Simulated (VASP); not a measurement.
# Os (P6_3/mmc) in VASP: notebook

Os is run at these levels: r2SCAN; tasks: single point.

All numbers are computed with VASP 6.6.1; they aren't measurements. Logs are shortened: lines on timing, memory, paths and dates and some standing lists are left out, and cuts for length are marked.

## (1) The cell of the first run

It takes space group P6_3/mmc (No. 194, hexagonal). Conventional cell: a = 2.739 Å, b = 2.739 Å, c = 4.314 Å, α = 90.00°, β = 90.00°, γ = 120.00°. Within 3.5 Å of Os (site symmetry -6m2) lie 12 Os at 2.67 to 2.74 Å.

## (2) Single point, r2SCAN

The input, POSCAR:

```
Os
1.0
    2.7393806551      0.0000000000      0.0000000000
   -1.3696903275      2.3723732379      0.0000000000
    0.0000000000      0.0000000000      4.3138178725
Os
2
Direct
    0.3333333333      0.6666666667      0.2500000000
    0.6666666667      0.3333333333      0.7500000000
```

The input, INCAR.step1:

```
SYSTEM = Os
PREC = Accurate ; ENCUT = 520
ISMEAR = -1 ; SIGMA = 0.6
LREAL = .False. ; LASPH = .True.
NELM = 80 ; NBANDS = 15
GGA = PE ; ALGO = Normal
EDIFF = 1E-4 ; LWAVE = .True.
LCHARG = .False.
```

The input, INCAR.step2:

```
SYSTEM = Os
PREC = Accurate ; ENCUT = 520
EDIFF = 1E-6 ; ISMEAR = -1
SIGMA = 0.6 ; LREAL = .False.
LASPH = .True. ; NELM = 80
ALGO = Normal ; ISIF = 2
LWAVE = .False. ; LCHARG = .False.
METAGGA = R2SCAN ; LMIXTAU = .True.
NBANDS = 15 ; ISTART = 1
```

The input, KPOINTS:

```
Automatic mesh
0
Gamma
  13 13 7
  0 0 0
```

Potentials or basis: VASP PAW PBE potentials, release 64 (Os).

Launch:

```
$ cat potpaw_PBE.64/Os/POTCAR > POTCAR
$ cp INCAR.step1 INCAR
$ mpirun -np 1 vasp_std > vasp.out
$ cp INCAR.step2 INCAR
$ mpirun -np 1 vasp_std > vasp.out
```

OUTCAR:

```text
SYSTEM = Os
   PREC = Accurate
   ENCUT = 520
   EDIFF = 1E-6
   ISMEAR = -1
   LREAL = .False.
   LASPH = .True.
   NELM = 80
   ISIF = 2
   METAGGA = R2SCAN
   ISTART = 1

 ion  position               nearest neighbor table
   1  0.333  0.667  0.250-   2 2.67   2 2.67   2 2.67   2 2.67   2 2.67   2 2.67
   2  0.667  0.333  0.750-   1 2.67   1 2.67   1 2.67   1 2.67   1 2.67   1 2.67

  LATTYP: Found a hexagonal cell.
 ALAT       =     2.7393806551
 C/A-ratio  =     1.5747420368

  Lattice vectors:

 A1 = (   2.7393806551,   0.0000000000,   0.0000000000)
 A2 = (  -1.3696903275,   2.3723732379,   0.0000000000)
 A3 = (   0.0000000000,   0.0000000000,   4.3138178725)

Analysis of symmetry for initial positions (statically):
=====================================================================
 Subroutine PRICEL returns:
 Original cell was already a primitive cell.

 Routine SETGRP: Setting up the symmetry group for a
 hexagonal supercell.

 Subroutine GETGRP returns: Found 24 space group operations
 (whereof 12 operations were pure point group operations)
 out of a pool of 24 trial point group operations.

The static configuration has the point symmetry D_3d.
 The point group associated with its full space group is D_6h.

Analysis of symmetry for dynamics (positions and initial velocities):
=====================================================================
 Subroutine PRICEL returns:
 Original cell was already a primitive cell.

 Routine SETGRP: Setting up the symmetry group for a
 hexagonal supercell.

 Subroutine GETGRP returns: Found 24 space group operations
 (whereof 12 operations were pure point group operations)
 out of a pool of 24 trial point group operations.

The dynamic configuration has the point symmetry D_3d.
 The point group associated with its full space group is D_6h.

 Subroutine INISYM returns: Found 24 space group operations
 (whereof 12 operations are pure point group operations),
 and found     1 'primitive' translations

----------------------------------------------------------------------------------------

                                     Primitive cell

  volume of cell :      28.0348

  direct lattice vectors                    reciprocal lattice vectors
     2.739380655  0.000000000  0.000000000     0.365046018  0.210759417  0.000000000
    -1.369690328  2.372373238  0.000000000     0.000000000  0.421518834  0.000000000
     0.000000000  0.000000000  4.313817872     0.000000000  0.000000000  0.231813217

  length of vectors
     2.739380655  2.739380655  4.313817872     0.421518834  0.421518834  0.231813217

  position of ions in fractional coordinates (direct lattice)
     0.333333333  0.666666667  0.250000000
     0.666666667  0.333333333  0.750000000

  ion indices of the primitive-cell ions
   primitive index   ion index
                 1           1
                 2           2

----------------------------------------------------------------------------------------

 KPOINTS: Automatic mesh

Automatic generation of k-mesh.
 Grid dimensions read from file:
 generate k-points for:   13   13    7

 Generating k-lattice:

  Cartesian coordinates                     Fractional coordinates (reciprocal lattice)
     0.028080463  0.016212263  0.000000000     0.076923077 -0.000000000  0.000000000
     0.000000000  0.032424526  0.000000000     0.000000000  0.076923077  0.000000000
     0.000000000  0.000000000  0.033116174     0.000000000  0.000000000  0.142857143

  Length of vectors
     0.032424526  0.032424526  0.033116174

  Shift w.r.t. Gamma in fractional coordinates (k-lattice)
     0.000000000  0.000000000  0.000000000

 Subroutine IBZKPT returns following result:
 ===========================================

 Found     84 irreducible k-points:

 Following reciprocal coordinates:
            Coordinates               Weight
  0.000000  0.000000  0.000000      1.000000
  0.076923 -0.000000  0.000000      6.000000
  0.153846  0.000000  0.000000      6.000000
  0.230769  0.000000  0.000000      6.000000
  0.307692  0.000000  0.000000      6.000000
  0.384615 -0.000000  0.000000      6.000000
[... 16 lines left out ...]
  0.076923 -0.000000  0.142857     12.000000
  0.153846  0.000000  0.142857     12.000000
 [... further k-points ...]
   k-points           NKPTS =     84   k-points in BZ     NKDIM =     84   number of bands    NBANDS=     15
   number of dos      NEDOS =    301   number of ions     NIONS =      2
   total plane-waves  NPLWV =  12800
   dimension x,y,z NGX =    20 NGY =   20 NGZ =   32
   dimension x,y,z NGXF=    40 NGYF=   40 NGZF=   64
   ions per type =               2
   NGX,Y,Z   is equivalent  to a cutoff of  12.14, 12.14, 12.33 a.u.
   NGXF,Y,Z  is equivalent  to a cutoff of  24.27, 24.27, 24.66 a.u.
 SYSTEM =  Os
   PREC   = accura    normal or accurate (medium, high low for compatibility)
   ISTART =      1    job   : 0-new  1-cont  2-samecut
   ICHARG =      0    charge: 1-file 2-atom 10-const
   ISPIN  =      1    spin polarized calculation?
   LNONCOLLINEAR =      F non collinear calculations
   LSORBIT =      F    spin-orbit coupling
   LASPH  =      T    aspherical Exc in radial PAW
   ENCUT  =  520.0 eV  38.22 Ry    6.18 a.u.   5.09  5.09  8.02*2*pi/ulx,y,z
   NELM   =     80;   NELMIN=  2; NELMDL=  0     # of ELM steps
   EDIFF  = 0.1E-05   stopping-criterion for ELM
   LREAL  =      F    real-space projection
   EDIFFG = 0.1E-04   stopping-criterion for IOM
   NSW    =      0    number of steps for IOM
   IBRION =     -1    ionic relax: 0-MD 1-quasi-New 2-CG
   NFREE  =      0    steps in history (QN), initial steepest desc. (CG)
   ISIF   =      2    stress and relaxation
   ISYM   =      2    0-nonsym 1-usesym 2-fastsym
   POTIM  = 0.5000    time-step for ionic-motion
   TEBEG  =    0.0;   TEEND  =   0.0 temperature during run
   PSTRESS=    0.0 pullay stress
   NELECT =      16.0000    total number of electrons
   NUPDOWN=      -1.0000    fix difference up-down
   EMIN   =  10.00;   EMAX   =-10.00  energy-range for DOS
   EFERMI =   0.00;   METHOD = LEGACY
   ISMEAR =    -1;   SIGMA  =   0.60  broadening in eV -4-tet -1-fermi 0-gaus
   EFERMI_NEDOS =   21; number of points for ismear=-14 and -15
   IALGO  =     38    algorithm
   IMIX   =      4    mixing-type and parameters
     AMIX     =   0.40;   BMIX     =  1.00
     AMIX_MAG =   1.60;   BMIX_MAG =  1.00
  volume/ion in A,a.u.               =      14.02        94.59
  Fermi-wavevector in a.u.,A,eV,Ry     =   1.357946  2.566145 25.089370  1.844017
  Thomas-Fermi vector in A             =   2.484821
   LORBIT       =      0    0 simple, 1 ext, 2 COOP (PROOUT), +10 PAW based schemes
   METAGGA = R2SCAN    functional components
   LHFCALC =     F    Hartree Fock is set to
   AEXX    =    0.0000 exact exchange contribution
   IVDW    =     0    specifies the selected vdW correction
   LEPSILON=     F    determine dielectric tensor
   LRPA    =     F    only Hartree local field effects (RPA)
 non-spin polarized calculation
  energy-cutoff  :      520.00
  volume of cell :       28.03
 maximum number of plane-waves:       769
   NGX = 11   NGY = 11   NGZ = 17

 number of electron      15.9999999 magnetization

 Free energy of the ion-electron system (eV)
  ---------------------------------------------------
  ext. energy  EPLUGINS =         0.00000000
  ---------------------------------------------------
  free energy    TOTEN  =      -106.80390119 eV

  energy without entropy =     -105.03347232  energy(sigma->0) =     -105.91868675

 E-fermi :   9.2889     XC(G=0): -15.3639

 val. band max:        9.2842841981   @ k =   0.0000   0.0000   0.0000
 cond. band min:       9.2923855788   @ k =   0.3077   0.0000   0.1429
 fundamental gap:      0.0081013806
 Fermi energy:         9.2889086252

 k-point     1 :       0.0000    0.0000    0.0000
  band No.  band energies     occupation
      1      -2.1777      2.00000
      2       1.1380      2.00000
      3       6.1010      1.99020
      4       6.1010      1.99020
      5       6.4101      1.98364
      6       6.9796      1.95828
      7       6.9796      1.95828
      8       7.6102      1.88513
      9       7.6102      1.88513
     10       9.2843      1.00385
     11      11.0254      0.10488
     12      11.0254      0.10488
     13      18.8460      0.00000
     14      23.9802      0.00000
     15      26.8467      0.00000

 k-point     2 :       0.0769   -0.0000    0.0000
  band No.  band energies     occupation
      1      -1.9285      2.00000
      2       1.3571      2.00000
      3       5.6377      1.99546
      4       6.3199      1.98591
      5       6.7736      1.97022
      6       6.8680      1.96524
      7       7.1833      1.94191
      8       7.2832      1.93174
      9       7.4363      1.91277
     10       8.3463      1.65587
     11      11.1458      0.08664
     12      12.3595      0.01191
     13      18.8259      0.00000
     14      24.4870      0.00000
     15      27.1637      0.00000

 k-point     3 :       0.1538    0.0000    0.0000
  band No.  band energies     occupation
      1      -1.2214      2.00000
      2       1.9206      1.99999
      3       5.0194      1.99838
      4       6.1008      1.99020
      5       6.4459      1.98265
      6       6.9596      1.95962
      7       7.0157      1.95575
      8       7.4413      1.91206
      9       7.6998      1.86783
     10       7.7751      1.85148
     11      11.4154      0.05616
     12      14.4221      0.00038
     13      18.7084      0.00000
     14      25.6183      0.00000
     15      27.7206      0.00000
[... 343 lines left out ...]
 k-point    23 :       0.0769   -0.0000    0.1429
  band No.  band energies     occupation
      1      -1.6685      2.00000
      2       1.3981      2.00000
      3       5.6036      1.99571
      4       6.1241      1.98981
      5       6.3823      1.98438
      6       6.4963      1.98114
      7       6.9939      1.95730
      8       7.7424      1.85880
      9       7.8913      1.82255
     10       8.1261      1.74828
     11      11.1507      0.08597
     12      11.9607      0.02302
     13      20.0273      0.00000
     14      24.0122      0.00000
     15      27.4205      0.00000

 k-point    24 :       0.1538    0.0000    0.1429
  band No.  band energies     occupation
      1      -0.9818      2.00000
      2       1.9865      1.99999
      3       5.0538      1.99828
      4       5.5750      1.99591
      5       6.2861      1.98668
      6       6.5293      1.98008
      7       7.2699      1.93318
      8       7.4554      1.91007
      9       7.8409      1.83567
     10       8.1727      1.73067
     11      11.3656      0.06088
     12      13.5721      0.00159
     13      20.0103      0.00000
     14      25.2406      0.00000
     15      27.4374      0.00000

 [... further k-points ...]
[... 5 lines left out ...]
  --------------------------------------------------------------------------------------
  -------------------------------------------------------------------------------------
  Total        1.3317830      1.3317830      2.1858695      0.0000000      0.0000000      0.0000000
  in kB       76.1108967     76.1108967    124.9216222      0.0000000      0.0000000      0.0000000
  external PRESSURE =      92.3811386 kB  Pullay stress =       0.0000000 kB

 VOLUME and BASIS-vectors are now :
 -----------------------------------------------------------------------------
  energy-cutoff  :      520.00
  volume of cell :       28.03
      direct lattice vectors                 reciprocal lattice vectors
     2.739380655  0.000000000  0.000000000     0.365046018  0.210759417  0.000000000
    -1.369690328  2.372373238  0.000000000     0.000000000  0.421518834  0.000000000
     0.000000000  0.000000000  4.313817872     0.000000000  0.000000000  0.231813217

 POSITION                                       TOTAL-FORCE (eV/Angst)
 -----------------------------------------------------------------------------------
     -0.00000      1.58158      1.07845         0.000000      0.000000      0.000000
      1.36969      0.79079      3.23536        -0.000000     -0.000000      0.000000
 -----------------------------------------------------------------------------------
    total drift:                                0.000000     -0.000000     -0.000000

  FREE ENERGIE OF THE ION-ELECTRON SYSTEM (eV)
  ---------------------------------------------------
  free  energy   TOTEN  =      -106.8039011887 eV

  energy  without entropy=     -105.0334723155  energy(sigma->0) =     -105.91868675
```

Wall time 60 s (1 thread of AMD EPYC 9R14 (Zen 4), shared host); peak memory 0.13 GiB.

What came out:

```yaml
Free_energy: -106.8039 eV
Pressure: 9.2 GPa
Band_gap_on_the_k_mesh: zero (band 8 reaches 11.41 eV, above the bottom of band 9 at 7.44 eV)
```

Levels at points of the mesh, in eV from the Fermi level:
| k point | band 6 | band 7 | band 8 | band 9 | band 10 | band 11 |
| --- | --- | --- | --- | --- | --- | --- |
| (0.00, 0.00, 0.00) | -2.31 | -2.31 | -1.68 | -1.68 | 0.00 | 1.74 |

Caveat: the PAW data sets were made with another functional, which shifts forces and pressure a little; spin-orbit coupling is left out, which moves the levels of the heavy elements.

## (3) Single point, r2SCAN

POSCAR is that of step 2.

The input, INCAR.step1:

```
SYSTEM = Os
ALGO     = Normal         ! electronic algorithm
EDIFF    = 1E-4           ! SCF threshold, eV
ENCUT    = 520            ! plane-wave cutoff, eV
GGA      = PE             ! functional
ISMEAR   = -1             ! smearing method
LASPH    = .True.         ! aspherical terms in the spheres
LCHARG   = .False.        ! write CHGCAR
LREAL    = .False.        ! projectors in reciprocal space
LWAVE    = .True.         ! write WAVECAR
NBANDS   = 15             ! bands
NELM     = 60             ! most SCF steps
PREC     = Accurate       ! precision mode
SIGMA    = 1.0            ! smearing width, eV
```

The input, INCAR.step2:

```
SYSTEM = Os
ALGO     = Normal         ! electronic algorithm
EDIFF    = 1E-7           ! SCF threshold, eV
ENCUT    = 520            ! plane-wave cutoff, eV
ISIF     = 2              ! what is computed and relaxed
ISMEAR   = -1             ! smearing method
ISTART   = 1            
LASPH    = .True.         ! aspherical terms in the spheres
LCHARG   = .True.         ! write CHGCAR
LELF     = .True.         ! ELF
LMIXTAU  = .True.       
LREAL    = .False.        ! projectors in reciprocal space
LVHAR    = .True.       
LWAVE    = .False.        ! write WAVECAR
METAGGA  = R2SCAN         ! meta-GGA
NBANDS   = 15             ! bands
NELM     = 60             ! most SCF steps
PREC     = Accurate       ! precision mode
SIGMA    = 1.0            ! smearing width, eV
```

The input, KPOINTS:

```
k-points
0
Gamma
  13 13 7
  0 0 0
```

Potentials or basis: VASP PAW PBE potentials, release 64 (Os).

Launch:

```
$ cat potpaw_PBE.64/Os/POTCAR > POTCAR
$ cp INCAR.step1 INCAR
$ mpirun -np 1 vasp_std > vasp.out
$ cp INCAR.step2 INCAR
$ mpirun -np 1 vasp_std > vasp.out
```

OUTCAR:

```text
SYSTEM = Os
   EDIFF = 1E-7
   ENCUT = 520
   ISIF = 2
   ISMEAR = -1
   ISTART = 1
   LASPH = .True.
   LREAL = .False.
   METAGGA = R2SCAN
   NELM = 60
   PREC = Accurate

 ion  position               nearest neighbor table
   1  0.333  0.667  0.250-   2 2.67   2 2.67   2 2.67   2 2.67   2 2.67   2 2.67
   2  0.667  0.333  0.750-   1 2.67   1 2.67   1 2.67   1 2.67   1 2.67   1 2.67

  LATTYP: Found a hexagonal cell.
 ALAT       =     2.7393806551
 C/A-ratio  =     1.5747420368

  Lattice vectors:

 A1 = (   2.7393806551,   0.0000000000,   0.0000000000)
 A2 = (  -1.3696903275,   2.3723732379,   0.0000000000)
 A3 = (   0.0000000000,   0.0000000000,   4.3138178725)

Analysis of symmetry for initial positions (statically):
=====================================================================
 Subroutine PRICEL returns:
 Original cell was already a primitive cell.

 Routine SETGRP: Setting up the symmetry group for a
 hexagonal supercell.

 Subroutine GETGRP returns: Found 24 space group operations
 (whereof 12 operations were pure point group operations)
 out of a pool of 24 trial point group operations.

The static configuration has the point symmetry D_3d.
 The point group associated with its full space group is D_6h.
[... 169 lines left out ...]
  band No.  band energies     occupation
      1      -2.1662      1.99998
      2       1.1732      1.99947
      3       6.1649      1.92431
      4       6.1649      1.92431
      5       6.4802      1.89768
      6       7.0511      1.82578
      7       7.0511      1.82578
      8       7.6907      1.69364
      9       7.6907      1.69364
     10       9.2959      1.05226
     11      11.1123      0.30588
     12      11.1123      0.30588
     13      18.9008      0.00015
     14      23.9486      0.00000
[... 401 lines left out ...]
      2       2.0234      1.99875
      3       5.1109      1.97295
      4       5.6236      1.95524
      5       6.3544      1.90923
      6       6.5984      1.88558
      7       7.3285      1.77631
      8       7.5267      1.73379
      9       7.9172      1.63014
     10       8.2459      1.52071
     11      11.4574      0.22671
     12      13.6426      0.02835
     13      20.0586      0.00005
     14      25.2252      0.00000
     15      27.4276      0.00000

 [... further k-points ...]
[... 5 lines left out ...]
  --------------------------------------------------------------------------------------
  -------------------------------------------------------------------------------------
  Total        3.8900063      3.8900063      5.4089833      0.0000000      0.0000000      0.0000000
  in kB      222.3123944    222.3123944    309.1213602      0.0000000      0.0000000      0.0000000
  external PRESSURE =     251.2487163 kB  Pullay stress =       0.0000000 kB

 VOLUME and BASIS-vectors are now :
 -----------------------------------------------------------------------------
  energy-cutoff  :      520.00
  volume of cell :       28.03
      direct lattice vectors                 reciprocal lattice vectors
     2.739380655  0.000000000  0.000000000     0.365046018  0.210759417  0.000000000
    -1.369690328  2.372373238  0.000000000     0.000000000  0.421518834  0.000000000
     0.000000000  0.000000000  4.313817872     0.000000000  0.000000000  0.231813217

 POSITION                                       TOTAL-FORCE (eV/Angst)
 -----------------------------------------------------------------------------------
     -0.00000      1.58158      1.07845        -0.000000      0.000000      0.000000
      1.36969      0.79079      3.23536         0.000000      0.000000      0.000000
 -----------------------------------------------------------------------------------
    total drift:                                0.000000     -0.000000     -0.000000

  FREE ENERGIE OF THE ION-ELECTRON SYSTEM (eV)
  ---------------------------------------------------
  free  energy   TOTEN  =      -108.4672295873 eV

  energy  without entropy=     -103.1490258601  energy(sigma->0) =     -105.80812772
```

OSZICAR.step1:

```text
N       E                     dE             d eps       ncg     rms          rms(c)
DAV:   1     0.103372167735E+03    0.10337E+03   -0.74250E+03  2520   0.103E+03
DAV:   2    -0.211148992841E+02   -0.12449E+03   -0.11062E+03  2541   0.329E+02
DAV:   3    -0.261688031562E+02   -0.50539E+01   -0.48796E+01  3507   0.581E+01
DAV:   4    -0.262046700113E+02   -0.35867E-01   -0.35844E-01  2660   0.517E+00
DAV:   5    -0.262048762859E+02   -0.20627E-03   -0.20626E-03  3542   0.350E-01    0.261E+01
DAV:   6    -0.253354229624E+02    0.86945E+00   -0.69251E-01  3185   0.691E+00    0.132E+01
DAV:   7    -0.250709677737E+02    0.26446E+00   -0.54500E-01  3227   0.598E+00    0.103E+00
DAV:   8    -0.250645088454E+02    0.64589E-02   -0.24112E-02  2702   0.139E+00    0.299E-01
DAV:   9    -0.250635640103E+02    0.94484E-03   -0.69871E-04  2996   0.267E-01    0.438E-02
DAV:  10    -0.250635569724E+02    0.70379E-05   -0.13085E-05  1757   0.480E-02
   1 F= -.25063557E+02 E0= -.22294871E+02  d E =-.553737E+01
```

Run time: 76 s. Hardware: 1 thread of AMD EPYC 9R14 (Zen 4), shared host; peak memory 0.13 GiB.

Results:

```
Free energy            : -108.4672 eV
Pressure               : 25.1 GPa
Band gap on the k mesh : zero (band 8 reaches 11.50 eV, above the bottom of band 9 at 7.52 eV)
```

Caveat: the PAW data sets were made with another functional, which shifts forces and pressure a little; spin-orbit coupling is left out, which moves the levels of the heavy elements.

[end of part 1 of 3]
